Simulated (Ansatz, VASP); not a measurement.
One calculation of BN, two programs

```
CELL_PARAMETERS angstrom
0.00000 1.78517 1.81235
1.78517 0.00000 1.81235
1.78517 1.78517 0.00000
ATOMIC_POSITIONS crystal
B 0.00000 0.00000 0.00000
N 0.25000 0.25000 0.25000
```

Change from the starting cell: x and y stretched by -1.5 %, z held, PAW files.

Alike in both runs: task electric field gradients; functional PBE; k mesh 16 × 16 × 16; occupations fermi-dirac, width 0.03 eV; no spin polarisation.

|  | VASP | Ansatz |
| --- | --- | --- |
| version | VASP 6.6.1 | Ansatz 0.2.0 |
| potentials or method | VASP PAW PBE potentials, release 64 (B, N) | PAW with Ansatz's default frozen-core files, scalar-relativistic |
| plane-wave cutoff (eV) | 520 | 420 |
| valence electrons in the cell | 8 | 8 |

Ansatz gave:

```
gap on the k mesh at the Fermi level (eV)                     : 4.35
pressure (GPa)                                                : 11.9
traceless stress, the component that is largest in VASP (GPa) : -6.46
size of Vzz on the site where it differs most (V/Å²)          : 0.4
```

Problem. Estimate VASP's values.

Solution. gap on the k mesh at the Fermi level (eV): 4.34; pressure (GPa): 12.2; traceless stress, the component that is largest in VASP (GPa): -6.46; size of Vzz on the site where it differs most (V/Å²): 0.5.
